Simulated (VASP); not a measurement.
# Sb3As (P4/mmm) in VASP: notebook, part 2 of 2

VASP 6.6.1.

### 3 Relaxation of cell and atoms, PBE

This run uses another cell than the first one, of 25.54 Å³/atom.

The input, INCAR:

```
PREC = Accurate
ENCUT = 600
EDIFF = 1E-6
ISMEAR = 0
SIGMA = 0.1
LREAL = False
LASPH = True
NELM = 100
ALGO = Normal
ISIF = 3
LWAVE = False
LCHARG = False
GGA = PE
IBRION = 2
NSW = 90
EDIFFG = -0.04
```

The input, KPOINTS:

```
regular mesh
0
Gamma
  6 6 4
```

The input, POSCAR:

```
Sb3As
1.0
    3.7055091125      0.0000000000      0.0000000000
    0.0000000000      3.7055091125      0.0000000000
    0.0000000000      0.0000000000      7.4398555926
Sb As
3 1
Direct
    0.5000000000      0.5000000000      0.2353725431
    0.5000000000      0.5000000000      0.7646274569
    0.0000000000      0.0000000000      0.5000000000
    0.0000000000      0.0000000000      0.0000000000
```

Potentials or basis: VASP PAW PBE potentials, release 64 (Sb, As).

Run with:

```sh
cat potpaw_PBE.64/Sb/POTCAR potpaw_PBE.64/As/POTCAR > POTCAR
mpirun -np 1 vasp_std > vasp.out
```

OUTCAR:

```text
PREC = Accurate
   ENCUT = 600
   EDIFF = 1E-6
   ISMEAR = 0
   LREAL = False
   LASPH = True
   NELM = 100
   ISIF = 3
   GGA = PE
   IBRION = 2
   NSW = 90
   EDIFFG = -0.04

 ion  position               nearest neighbor table
   1  0.500  0.500  0.235-   4 3.15   4 3.15   4 3.15   4 3.15   3 3.28   3 3.28   3 3.28   3 3.28
                             2 3.50
   2  0.500  0.500  0.765-   4 3.15   4 3.15   4 3.15   4 3.15   3 3.28   3 3.28   3 3.28   3 3.28
                             1 3.50
   3  0.000  0.000  0.500-   1 3.28   2 3.28   1 3.28   2 3.28   1 3.28   2 3.28   1 3.28   2 3.28

   4  0.000  0.000  0.000-   1 3.15   2 3.15   1 3.15   2 3.15   1 3.15   2 3.15   1 3.15   2 3.15

  LATTYP: Found a simple tetragonal cell.
 ALAT       =     3.7055091125
 C/A-ratio  =     2.0077822957

  Lattice vectors:

 A1 = (   3.7055091125,   0.0000000000,   0.0000000000)
 A2 = (   0.0000000000,   3.7055091125,   0.0000000000)
 A3 = (   0.0000000000,   0.0000000000,   7.4398555926)

Analysis of symmetry for initial positions (statically):
=====================================================================
 Subroutine PRICEL returns:
 Original cell was already a primitive cell.

 Routine SETGRP: Setting up the symmetry group for a
 simple tetragonal supercell.

 Subroutine GETGRP returns: Found 16 space group operations
 (whereof 16 operations were pure point group operations)
 out of a pool of 16 trial point group operations.

The static configuration has the point symmetry D_4h.

Analysis of symmetry for dynamics (positions and initial velocities):
=====================================================================
 Subroutine PRICEL returns:
 Original cell was already a primitive cell.

 Routine SETGRP: Setting up the symmetry group for a
 simple tetragonal supercell.

 Subroutine GETGRP returns: Found 16 space group operations
 (whereof 16 operations were pure point group operations)
 out of a pool of 16 trial point group operations.

The dynamic configuration has the point symmetry D_4h.

[... 146 lines left out ...]
 Free energy of the ion-electron system (eV)
  ---------------------------------------------------
  ext. energy  EPLUGINS =         0.00000000
  ---------------------------------------------------
  free energy    TOTEN  =       -15.94512005 eV

  energy without entropy =      -15.93335406  energy(sigma->0) =      -15.93923705

------------------------ aborting loop because EDIFF is reached ----------------------------------------

  FORCE on cell =-STRESS in cart. coord.  units (eV):
  Direction    XX          YY          ZZ          XY          YZ          ZX
  --------------------------------------------------------------------------------------
  -------------------------------------------------------------------------------------
  Total       -0.4066849     -0.4066849     -1.5157218      0.0000000      0.0000000      0.0000000
  in kB       -6.3783498     -6.3783498    -23.7722234      0.0000000      0.0000000      0.0000000
  external PRESSURE =     -12.1763077 kB  Pullay stress =       0.0000000 kB
[... 139 lines left out ...]
--------------------------------------- Ionic step        5  -------------------------------------------

 number of electron      20.0000001 magnetization

 Free energy of the ion-electron system (eV)
  ---------------------------------------------------
  ext. energy  EPLUGINS =         0.00000000
  ---------------------------------------------------
  free energy    TOTEN  =       -15.97874809 eV

  energy without entropy =      -15.96633937  energy(sigma->0) =      -15.97254373

 E-fermi :   7.9641     XC(G=0): -10.3092

 val. band max:        7.9539775941   @ k =   0.5000   0.0000   0.0000
 cond. band min:       8.0000996709   @ k =   0.5000   0.0000   0.2500
 fundamental gap:      0.0461220768
 Fermi energy:         7.9640835193

 k-point     1 :       0.0000    0.0000    0.0000
  band No.  band energies     occupation
      1      -5.4069      2.00000
      2      -2.7056      2.00000
      3      -2.2497      2.00000
      4       1.8805      2.00000
      5       5.6807      2.00000
      6       5.6807      2.00000
      7       6.3768      2.00000
      8       7.3511      2.00000
      9       7.8829      1.74933
     10       8.5275      0.00000
     11       8.5275      0.00000
     12       8.9511      0.00000
     13       8.9511      0.00000
     14      11.0394      0.00000
[... 377 lines left out ...]
      1      -3.0578      2.00000
      2      -2.1512      2.00000
      3      -1.6812      2.00000
      4      -1.5542      2.00000
      5       4.4832      2.00000
      6       4.4965      2.00000
      7       4.6241      2.00000
      8       4.8851      2.00000
      9       8.0518      0.21462
     10       8.9987      0.00000
     11       9.3995      0.00000
     12       9.5581      0.00000
     13      10.0564      0.00000
     14      10.1487      0.00000

 [... further k-points ...]

------------------------ aborting loop because EDIFF is reached ----------------------------------------

  FORCE on cell =-STRESS in cart. coord.  units (eV):
  Direction    XX          YY          ZZ          XY          YZ          ZX
  --------------------------------------------------------------------------------------
  -------------------------------------------------------------------------------------
  Total       -0.1274700     -0.1274700     -0.0555207      0.0000000      0.0000000      0.0000000
  in kB       -2.0343547     -2.0343547     -0.8860806      0.0000000      0.0000000      0.0000000
  external PRESSURE =      -1.6515966 kB  Pullay stress =       0.0000000 kB
[... 19 lines left out ...]
  FREE ENERGIE OF THE ION-ELECTRON SYSTEM (eV)
  ---------------------------------------------------
  free  energy   TOTEN  =       -15.9787480941 eV

  energy  without entropy=      -15.9663393733  energy(sigma->0) =      -15.97254373

 reached required accuracy - stopping structural energy minimisation
```

OSZICAR:

```text
N       E                     dE             d eps       ncg     rms          rms(c)
DAV:   1     0.973896801960E+02    0.97390E+02   -0.78881E+03   840   0.131E+03
DAV:   2    -0.981090899811E+01   -0.10720E+03   -0.10427E+03  1124   0.190E+02
DAV:   3    -0.158959888403E+02   -0.60851E+01   -0.58375E+01  1028   0.474E+01
[... 35 lines left out ...]
DAV:   1    -0.159794921562E+02   -0.32147E-02   -0.28276E-01   888   0.312E+00    0.217E-01
DAV:   2    -0.159794347444E+02    0.57412E-04   -0.10243E-02   978   0.620E-01    0.130E-01
DAV:   3    -0.159787664115E+02    0.66833E-03   -0.10175E-03   936   0.178E-01    0.275E-02
DAV:   4    -0.159787474937E+02    0.18918E-04   -0.57200E-05  1022   0.448E-02    0.169E-02
DAV:   5    -0.159787480941E+02   -0.60044E-06   -0.32438E-06   836   0.117E-02
   5 F= -.15978748E+02 E0= -.15972544E+02  d E =-.108487E-01
```

CONTCAR:

```text
Sb3As
   1.00000000000000
     3.7255647657316602    0.0000000000000000    0.0000000000000000
     0.0000000000000000    3.7255647657316602    0.0000000000000000
     0.0000000000000000    0.0000000000000000    7.2328210700794333
  Sb              As
     3     1
Direct
     0.5000000000000000    0.5000000000000000    0.2288884178787163
     0.5000000000000000    0.5000000000000000    0.7711115821212836
     0.0000000000000000    0.0000000000000000    0.5000000000000000
     0.0000000000000000    0.0000000000000000    0.0000000000000000

  0.00000000E+00  0.00000000E+00  0.00000000E+00
  0.00000000E+00  0.00000000E+00  0.00000000E+00
  0.00000000E+00  0.00000000E+00  0.00000000E+00
  0.00000000E+00  0.00000000E+00  0.00000000E+00
```

It took 74 s on 1 thread of Oxide Virtual Turin-like, shared host; peak memory 0.23 GiB.

What came out:

```
Free energy                           : -15.9787 eV
Relaxed volume                        : 25.10 Å³/atom
Relaxed cell                          : a = 3.726 Å, b = 3.726 Å, c = 7.233 Å, α = 90.00°, β = 90.00°, γ = 90.00°
Space group after relaxing (to 0.1 Å) : P4/mmm (No. 123)
Energy gained by relaxing             : 8.4 meV/atom
Ionic steps                           : 5
Pressure after relaxing               : -0.2 GPa
Largest force after relaxing          : 0.039 eV/Å
Band gap on the k mesh                : zero (bands 10 and 11 overlap by 3.75 eV)
```

Forces in eV/Å, atoms in the order of the input:
```
Sb   0.000  0.000 -0.039
Sb   0.000  0.000  0.039
Sb   0.000  0.000  0.000
As   0.000  0.000  0.000
```

Stress tensor (GPa, compression positive):
```
-0.20  0.00  0.00
 0.00 -0.20  0.00
 0.00  0.00 -0.09
```

The path:
```tsv
step	energy change (eV)	largest force (eV/Å)	pressure (GPa)	volume (Å³)
1	0.0000	0.3216	-1.22	102.16
2	-0.0227	0.2265	0.51	99.31
3	-0.0228	0.2205	0.62	99.14
4	-0.0312	0.1253	0.22	99.75
5	-0.0336	0.0394	-0.17	100.39
```

Final structure:
```xyz
4
Lattice="3.7256 0.0000 0.0000 0.0000 3.7256 0.0000 0.0000 0.0000 7.2328" Properties=species:S:1:pos:R:3 pbc="T T T"
Sb    1.8628    1.8628    1.6555
Sb    1.8628    1.8628    5.5773
Sb    0.0000    0.0000    3.6164
As    0.0000    0.0000    0.0000
```

Levels at points of the mesh, in eV from the Fermi level:
```tsv
k point	band 8	band 9	band 10	band 11	band 12	band 13
(0.00, 0.00, 0.00)	-0.61	-0.08	0.56	0.56	0.99	0.99
(0.50, 0.00, 0.00)	-0.01	0.14	0.73	0.78	1.45	1.66
(0.50, 0.50, 0.00)	-2.92	-2.77	-2.77	-2.63	-2.63	1.62
(0.00, 0.00, 0.50)	-1.47	-0.98	-0.98	2.87	3.18	3.62
(0.50, 0.00, 0.50)	-3.08	0.09	1.03	1.44	1.59	2.09
(0.50, 0.50, 0.50)	-4.72	-1.31	-1.24	-0.85	-0.15	0.65
```

Caveat: spin-orbit coupling is left out, which moves the levels of the heavy elements.

### 4 Relaxation of cell and atoms, PBE

This run uses another cell than the first one, of the same volume but with other edges.

The input, INCAR:

```
ALGO     = Fast           # electronic algorithm
EDIFF    = 1E-6           # SCF threshold, eV
EDIFFG   = -0.01          # ionic threshold
ENCUT    = 600            # plane-wave cutoff, eV
GGA      = PE             # functional
IBRION   = 2              # ionic algorithm
ISIF     = 3              # what is computed and relaxed
ISMEAR   = 0              # smearing method
LASPH    = T              # aspherical terms in the spheres
LCHARG   = F              # write CHGCAR
LREAL    = F              # projectors in reciprocal space
LWAVE    = F              # write WAVECAR
NELM     = 80             # most SCF steps
NSW      = 100            # ionic steps
PREC     = Accurate       # precision mode
SIGMA    = 0.1            # smearing width, eV
```

The input, KPOINTS:

```
k-points
0
Gamma
  12 12 6
```

The input, POSCAR:

```
Sb3As
1.0
    3.7100388517      0.0000000000      0.0000000000
    0.0000000000      3.7100388517      0.0000000000
    0.0000000000      0.0000000000      7.3034709420
Sb As
3 1
Direct
    0.5000000000      0.5000000000      0.2270107756
    0.5000000000      0.5000000000      0.7729892244
    0.0000000000      0.0000000000      0.5000000000
    0.0000000000      0.0000000000      0.0000000000
```

Run with:

```sh
cat potpaw_PBE.64/Sb/POTCAR potpaw_PBE.64/As/POTCAR > POTCAR
mpirun -np 1 vasp_std > vasp.out
```

Run time: 7.2 min. Hardware: 1 thread of Oxide Virtual Turin-like, shared host; peak memory 0.35 GiB.

It converged, with:

```
Free energy                           : -16.0163 eV
Relaxed volume                        : 25.11 Å³/atom
Relaxed cell                          : a = 3.658 Å, b = 3.658 Å, c = 7.507 Å, α = 90.00°, β = 90.00°, γ = 90.00°
Space group after relaxing (to 0.1 Å) : P4/mmm (No. 123)
Energy gained by relaxing             : 2.8 meV/atom
Ionic steps                           : 11
Pressure after relaxing               : 0.0 GPa
Band gap on the k mesh                : zero (bands 10 and 11 overlap by 4.10 eV)
```

Step by step:
```
step  energy change (eV)  largest force (eV/Å)  pressure (GPa)  volume (Å³)
   1              0.0000                0.0238           -0.11       100.53
   2             -0.0034                0.0010            0.05       100.28
   3             -0.0079                0.0721            0.54        99.51
   4             -0.0093                0.0842            0.16       100.07
   5             -0.0094                0.0864            0.10       100.17
   6             -0.0099                0.0731            0.03       100.28
   7             -0.0106                0.0327           -0.15       100.60
   8             -0.0109                0.0122            0.03       100.33
   9             -0.0109                0.0111            0.04       100.31
  10             -0.0110                0.0081            0.03       100.35
  11             -0.0112                0.0002           -0.01       100.44
```

Final structure:
```
CELL_PARAMETERS angstrom
3.65775 0.00000 0.00000
0.00000 3.65775 0.00000
0.00000 0.00000 7.50715
ATOMIC_POSITIONS crystal
Sb 0.50000 0.50000 0.22470
Sb 0.50000 0.50000 0.77530
Sb 0.00000 0.00000 0.50000
As 0.00000 0.00000 0.00000
```

Levels at points of the mesh, in eV from the Fermi level:
| k point | band 7 | band 8 | band 9 | band 10 | band 11 | band 12 | band 13 | band 14 |
| --- | --- | --- | --- | --- | --- | --- | --- | --- |
| (0.00, 0.00, 0.00) | -2.03 | -0.41 | 0.27 | 0.75 | 0.75 | 1.12 | 1.12 | 3.28 |
| (0.50, 0.00, 0.00) | -0.48 | -0.05 | 0.23 | 0.30 | 0.92 | 1.10 | 1.96 | 2.31 |
| (0.50, 0.50, 0.00) | -2.86 | -2.86 | -2.75 | -2.75 | -2.74 | -2.70 | 1.25 | 2.14 |
| (0.00, 0.00, 0.50) | -1.74 | -1.20 | -0.62 | -0.62 | 2.95 | 3.34 | 3.74 | 3.74 |
| (0.50, 0.00, 0.50) | -3.60 | -3.37 | 0.28 | 1.32 | 1.81 | 1.94 | 2.28 | 2.37 |
| (0.50, 0.50, 0.50) | -4.61 | -4.61 | -1.39 | -1.34 | -0.85 | -0.14 | 0.20 | 0.20 |

Caveat: spin-orbit coupling is left out, which moves the levels of the heavy elements.

### 5 The runs side by side

| task | cell | k mesh | cutoff (eV) | gap on the mesh (eV) | pressure (GPa) | relaxed volume (Å³/atom) |
| --- | --- | --- | --- | --- | --- | --- |
| single point | a = 3.660, b = 3.660, c = 7.512 Å, 4 atoms, atomic positions A | 12 × 12 × 6 | 520 | none | -0.1 | - |
| relaxation of cell and atoms | relaxed from a = 3.706, b = 3.706, c = 7.440 Å, 4 atoms, atomic positions B | 6 × 6 × 4 | 600 | none | -0.2 | 25.10 |
| relaxation of cell and atoms | relaxed from a = 3.710, b = 3.710, c = 7.303 Å, 4 atoms, atomic positions C | 12 × 12 × 6 | 600 | none | 0.0 | 25.11 |

Alike in all rows: level PBE; potentials or basis VASP PAW PBE potentials, release 64 (Sb, As); no spin polarisation; smearing gaussian 0.1 eV.

Caveats: spin-orbit coupling is left out, which moves the levels of the heavy elements.

Absolute energies hang on the potentials; compare differences alone.

The gap in the log of VASP goes by the Fermi energy; the results here count the filled bands.